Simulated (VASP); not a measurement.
# Mo4C in VASP: single point with PBEsol

Aim: the single point of Mo4C with PBEsol.

All numbers are computed with VASP 6.6.1; they aren't measurements. Logs are shortened: lines on timing, memory, paths and dates and some standing lists are left out, and cuts for length are marked.

## (1) The cell of the first run

The cell holds a slab with vacuum, 5 atoms: a = 3.129 Å, b = 3.129 Å, c = 20.043 Å, α = 90.00°, β = 90.00°, γ = 90.00°.

## (2) Single point, PBEsol

Contents of INCAR:

```
PREC = Accurate
ENCUT = 520
EDIFF = 1E-6
ISMEAR = 0
SIGMA = 0.1
LREAL = False
LASPH = True
NELM = 60
ALGO = Normal
ISIF = 2
LWAVE = False
LCHARG = False
LDIPOL = True
IDIPOL = 3
DIPOL = 0.5 0.5 0.350
GGA = PS
NBANDS = 38
```

Contents of KPOINTS:

```
regular mesh
0
Gamma
  9 9 1
```

Contents of POSCAR:

```
Mo4C
1.0
    3.1294301618      0.0000000000      0.0000000000
    0.0000000000      3.1294301618      0.0000000000
    0.0000000000      0.0000000000     20.0433475010
Mo C
4 1
Direct
    0.5000000000      0.5000000000      0.1995674625
    0.0000000000      0.0000000000      0.2776340170
    0.5000000000      0.5000000000      0.3579998479
    0.0000000000      0.0000000000      0.4262435454
    0.1250000000      0.3750000000      0.4904257369
```

Potentials or basis: VASP PAW PBE potentials, release 64 (Mo_sv, C).

Launch:

```sh
$ cat potpaw_PBE.64/Mo_sv/POTCAR potpaw_PBE.64/C/POTCAR > POTCAR
$ mpirun -np 1 vasp_std > vasp.out
```

OUTCAR:

```text
PREC = Accurate
   ENCUT = 520
   EDIFF = 1E-6
   ISMEAR = 0
   LREAL = False
   LASPH = True
   NELM = 60
   ISIF = 2
   GGA = PS

 ion  position               nearest neighbor table
   1  0.500  0.500  0.200-   2 2.71   2 2.71   2 2.71   2 2.71   3 3.18
   2  0.000  0.000  0.278-   1 2.71   1 2.71   1 2.71   1 2.71   3 2.74   3 2.74   3 2.74   3 2.74
                             4 2.98
   3  0.500  0.500  0.358-   4 2.60   4 2.60   4 2.60   4 2.60   2 2.74   2 2.74   2 2.74   2 2.74
                             1 3.18
   4  0.000  0.000  0.426-   5 1.78   5 2.37   3 2.60   3 2.60   3 2.60   3 2.60   2 2.98
   5  0.125  0.375  0.490-   4 1.78   4 2.37

  LATTYP: Found a simple tetragonal cell.
 ALAT       =     3.1294301618
 C/A-ratio  =     6.4047914364

  Lattice vectors:

 A1 = (   3.1294301618,   0.0000000000,   0.0000000000)
 A2 = (   0.0000000000,   3.1294301618,   0.0000000000)
 A3 = (   0.0000000000,   0.0000000000,  20.0433475010)

Analysis of symmetry for initial positions (statically):
=====================================================================
 Subroutine PRICEL returns:
 Original cell was already a primitive cell.

 Routine SETGRP: Setting up the symmetry group for a
 simple tetragonal supercell.

 Subroutine GETGRP returns: Found  1 space group operations
 (whereof  1 operations were pure point group operations)
 out of a pool of 16 trial point group operations.

The static configuration has the point symmetry C_1 .

Analysis of symmetry for dynamics (positions and initial velocities):
=====================================================================
 Subroutine PRICEL returns:
 Original cell was already a primitive cell.

 Routine SETGRP: Setting up the symmetry group for a
 simple tetragonal supercell.

 Subroutine GETGRP returns: Found  1 space group operations
 (whereof  1 operations were pure point group operations)
 out of a pool of 16 trial point group operations.

The dynamic configuration has the point symmetry C_1 .

 Subroutine INISYM returns: Found  1 space group operations
 (whereof  1 operations are pure point group operations),
 and found     1 'primitive' translations

----------------------------------------------------------------------------------------

                                     Primitive cell

  volume of cell :     196.2912

  direct lattice vectors                    reciprocal lattice vectors
     3.129430162  0.000000000  0.000000000     0.319546994  0.000000000  0.000000000
     0.000000000  3.129430162  0.000000000     0.000000000  0.319546994  0.000000000
     0.000000000  0.000000000 20.043347501     0.000000000  0.000000000  0.049891866

  length of vectors
     3.129430162  3.129430162 20.043347501     0.319546994  0.319546994  0.049891866

  position of ions in fractional coordinates (direct lattice)
     0.500000000  0.500000000  0.199567462
     0.000000000  0.000000000  0.277634017
     0.500000000  0.500000000  0.357999848
     0.000000000  0.000000000  0.426243545
     0.125000000  0.375000000  0.490425737

  ion indices of the primitive-cell ions
   primitive index   ion index
                 1           1
                 2           2
                 3           3
                 4           4
                 5           5

----------------------------------------------------------------------------------------

 KPOINTS: regular mesh

Automatic generation of k-mesh.
 Grid dimensions read from file:
 generate k-points for:    9    9    1

 Generating k-lattice:

  Cartesian coordinates                     Fractional coordinates (reciprocal lattice)
     0.035505222  0.000000000  0.000000000     0.111111111  0.000000000  0.000000000
     0.000000000  0.035505222  0.000000000     0.000000000  0.111111111  0.000000000
     0.000000000  0.000000000  0.049891866     0.000000000  0.000000000  1.000000000

  Length of vectors
     0.035505222  0.035505222  0.049891866

  Shift w.r.t. Gamma in fractional coordinates (k-lattice)
     0.000000000  0.000000000  0.000000000

 Subroutine IBZKPT returns following result:
 ===========================================

 Found     41 irreducible k-points:

 Following reciprocal coordinates:
            Coordinates               Weight
  0.000000  0.000000  0.000000      1.000000
  0.111111  0.000000  0.000000      2.000000
  0.000000  0.111111  0.000000      2.000000
  0.222222  0.000000  0.000000      2.000000
  0.000000  0.222222  0.000000      2.000000
  0.333333  0.000000  0.000000      2.000000
[... 16 lines left out ...]
  0.111111  0.444444  0.000000      2.000000
  0.222222  0.222222  0.000000      2.000000
 [... further k-points ...]
   k-points           NKPTS =     41   k-points in BZ     NKDIM =     41   number of bands    NBANDS=     38
   number of dos      NEDOS =    301   number of ions     NIONS =      5
   total plane-waves  NPLWV =  86400
   dimension x,y,z NGX =    24 NGY =   24 NGZ =  150
   dimension x,y,z NGXF=    48 NGYF=   48 NGZF=  300
   ions per type =               4   1
   NGX,Y,Z   is equivalent  to a cutoff of  12.75, 12.75, 12.44 a.u.
   NGXF,Y,Z  is equivalent  to a cutoff of  25.50, 25.50, 24.88 a.u.
 SYSTEM =  unknown system
   PREC   = accura    normal or accurate (medium, high low for compatibility)
   ISTART =      0    job   : 0-new  1-cont  2-samecut
   ICHARG =      2    charge: 1-file 2-atom 10-const
   ISPIN  =      1    spin polarized calculation?
   LNONCOLLINEAR =      F non collinear calculations
   LSORBIT =      F    spin-orbit coupling
   LASPH  =      T    aspherical Exc in radial PAW
   ENCUT  =  520.0 eV  38.22 Ry    6.18 a.u.   5.82  5.82 37.27*2*pi/ulx,y,z
   NELM   =     60;   NELMIN=  2; NELMDL= -5     # of ELM steps
   EDIFF  = 0.1E-05   stopping-criterion for ELM
   LREAL  =      F    real-space projection
   EDIFFG = 0.1E-04   stopping-criterion for IOM
   NSW    =      0    number of steps for IOM
   IBRION =     -1    ionic relax: 0-MD 1-quasi-New 2-CG
   NFREE  =      0    steps in history (QN), initial steepest desc. (CG)
   ISIF   =      2    stress and relaxation
   ISYM   =      2    0-nonsym 1-usesym 2-fastsym
   POTIM  = 0.5000    time-step for ionic-motion
   TEBEG  =    0.0;   TEEND  =   0.0 temperature during run
   PSTRESS=    0.0 pullay stress
   NELECT =      60.0000    total number of electrons
   NUPDOWN=      -1.0000    fix difference up-down
   EMIN   =  10.00;   EMAX   =-10.00  energy-range for DOS
   EFERMI =   0.00;   METHOD = LEGACY
   ISMEAR =     0;   SIGMA  =   0.10  broadening in eV -4-tet -1-fermi 0-gaus
   EFERMI_NEDOS =   21; number of points for ismear=-14 and -15
   IALGO  =     38    algorithm
   IMIX   =      4    mixing-type and parameters
     AMIX     =   0.40;   BMIX     =  1.00
     AMIX_MAG =   1.60;   BMIX_MAG =  1.00
  volume/ion in A,a.u.               =      39.26       264.93
  Fermi-wavevector in a.u.,A,eV,Ry     =   1.102787  2.083965 16.546579  1.216139
  Thomas-Fermi vector in A             =   2.239235
   LORBIT       =      0    0 simple, 1 ext, 2 COOP (PROOUT), +10 PAW based schemes
   GGA     = PS    functional components
   LHFCALC =     F    Hartree Fock is set to
   AEXX    =    0.0000 exact exchange contribution
   IVDW    =     0    specifies the selected vdW correction
   LEPSILON=     F    determine dielectric tensor
   LRPA    =     F    only Hartree local field effects (RPA)
 non-spin polarized calculation
 Gauss-broadening in eV      SIGMA  =   0.10
  energy-cutoff  :      520.00
  volume of cell :      196.29
 maximum number of plane-waves:      5322
   NGX = 11   NGY = 11   NGZ = 75

 dipolmoment           0.000000      0.000000     -0.138026 electrons x Angstroem

 number of electron      59.9999997 magnetization

 dipolmoment           0.000000      0.000000      0.129168 electrons x Angstroem

 Free energy of the ion-electron system (eV)
  ---------------------------------------------------
  ext. energy  EPLUGINS =         0.00000000
  ---------------------------------------------------
  free energy    TOTEN  =       -49.74320224 eV

  energy without entropy =      -49.71565711  energy(sigma->0) =      -49.72942968

 E-fermi :   0.8355     XC(G=0):  -5.7702

 val. band max:        0.8310288047   @ k =  -0.3333   0.3333   0.0000
 cond. band min:       0.8399895223   @ k =  -0.4444   0.3333   0.0000
 fundamental gap:      0.0089607176
 Fermi energy:         0.8354707099

 k-point     1 :       0.0000    0.0000    0.0000
  band No.  band energies     occupation
      1     -60.2216      2.00000
      2     -59.9984      2.00000
      3     -59.7461      2.00000
      4     -59.5746      2.00000
      5     -34.5633      2.00000
      6     -34.4917      2.00000
[... 30 lines left out ...]
     37       3.1354      0.00000
     38       3.4229      0.00000

 k-point     2 :       0.1111    0.0000    0.0000
  band No.  band energies     occupation
      1     -60.2076      2.00000
      2     -59.9929      2.00000
      3     -59.7497      2.00000
      4     -59.5805      2.00000
      5     -34.5980      2.00000
      6     -34.5410      2.00000
[... 30 lines left out ...]
     37       2.8345      0.00000
     38       3.6738      0.00000

 k-point     3 :       0.0000    0.1111    0.0000
  band No.  band energies     occupation
      1     -60.2076      2.00000
      2     -59.9929      2.00000
      3     -59.7497      2.00000
      4     -59.5802      2.00000
      5     -34.6271      2.00000
      6     -34.5346      2.00000
[... 30 lines left out ...]
     37       2.7714      0.00000
     38       3.6030      0.00000

 k-point     4 :       0.2222    0.0000    0.0000
  band No.  band energies     occupation
      1     -60.1691      2.00000
      2     -59.9798      2.00000
      3     -59.7604      2.00000
      4     -59.5961      2.00000
      5     -34.7234      2.00000
      6     -34.6381      2.00000
[... 30 lines left out ...]
     37       2.7765      0.00000
     38       3.6403      0.00000
[... 703 lines left out ...]
      4     -59.6260      2.00000
      5     -34.8931      2.00000
      6     -34.7916      2.00000
[... 30 lines left out ...]
     37       3.4658      0.00000
     38       4.0688      0.00000

 k-point    23 :       0.1111    0.4444    0.0000
  band No.  band energies     occupation
      1     -60.0693      2.00000
      2     -59.9661      2.00000
      3     -59.7851      2.00000
      4     -59.6236      2.00000
      5     -34.9082      2.00000
      6     -34.8169      2.00000
[... 30 lines left out ...]
     37       3.4034      0.00000
     38       3.7288      0.00000

 k-point    24 :       0.2222    0.2222    0.0000
  band No.  band energies     occupation
      1     -60.1287      2.00000
      2     -59.9670      2.00000
      3     -59.7672      2.00000
      4     -59.6046      2.00000
      5     -34.7035      2.00000
      6     -34.6483      2.00000
[... 30 lines left out ...]
     37       2.9754      0.00000
     38       3.5118      0.00000

 [... further k-points ...]

------------------------ aborting loop because EDIFF is reached ----------------------------------------

 vacuum level on the upper side and lower side of the slab       (xc-potential included)         1.085        -1.284

  FORCE on cell =-STRESS in cart. coord.  units (eV):
  Direction    XX          YY          ZZ          XY          YZ          ZX
  --------------------------------------------------------------------------------------
  -------------------------------------------------------------------------------------
  Total       -1.9787135     -2.3190500     -0.4925238      1.4145887      3.7516014      1.2186044
  in kB      -16.1507508    -18.9286615     -4.0201015     11.5462243     30.6215015      9.9465515
  external PRESSURE =     -13.0331713 kB  Pullay stress =       0.0000000 kB

 VOLUME and BASIS-vectors are now :
 -----------------------------------------------------------------------------
  energy-cutoff  :      520.00
  volume of cell :      196.29
      direct lattice vectors                 reciprocal lattice vectors
     3.129430162  0.000000000  0.000000000     0.319546994  0.000000000  0.000000000
     0.000000000  3.129430162  0.000000000     0.000000000  0.319546994  0.000000000
     0.000000000  0.000000000 20.043347501     0.000000000  0.000000000  0.049891866

 POSITION                                       TOTAL-FORCE (eV/Angst)
 -----------------------------------------------------------------------------------
      1.56472      1.56472      4.00000        -0.051435     -0.182525      1.935498
      0.00000      0.00000      5.56472         0.202908      0.312984     -1.874069
      1.56472      1.56472      7.17552        -0.480522     -0.251650     -1.948380
      0.00000      0.00000      8.54335        -0.395447     -2.607774      1.828154
      0.39118      1.17354      9.82977         0.724496      2.728964      0.058797
 -----------------------------------------------------------------------------------
    total drift:                               -0.000007      0.000007      0.000542

  FREE ENERGIE OF THE ION-ELECTRON SYSTEM (eV)
  ---------------------------------------------------
  free  energy   TOTEN  =       -49.7432022416 eV

  energy  without entropy=      -49.7156571148  energy(sigma->0) =      -49.72942968

 vacuum level on the upper side and lower side of the slab         7.123         4.682
```

Wall time 7.3 min (1 thread of Intel Xeon Platinum 8259CL at 2.50GHz (Skylake/Cascade Lake), shared host); peak memory 0.41 GiB.

What came out:

| Item | Value |
| --- | --- |
| Free energy | -49.7432 eV |
| Largest force | 3.209 eV/Å |
| Band gap on the k mesh | zero (bands 30 and 31 overlap by 0.88 eV) |

Forces on the atoms (eV/Å):
```
Mo  -0.051 -0.183  1.935
Mo   0.203  0.313 -1.874
Mo  -0.481 -0.252 -1.948
Mo  -0.395 -2.608  1.828
C    0.724  2.729  0.059
```

Levels at points of the mesh, in eV from the Fermi level:
```tsv
k point	band 28	band 29	band 30	band 31	band 32	band 33
(0.00, 0.00, 0.00)	-1.08	-0.71	-0.13	-0.02	0.20	0.41
```

Caveat: the PAW data sets were made with another functional, which shifts forces and pressure a little.
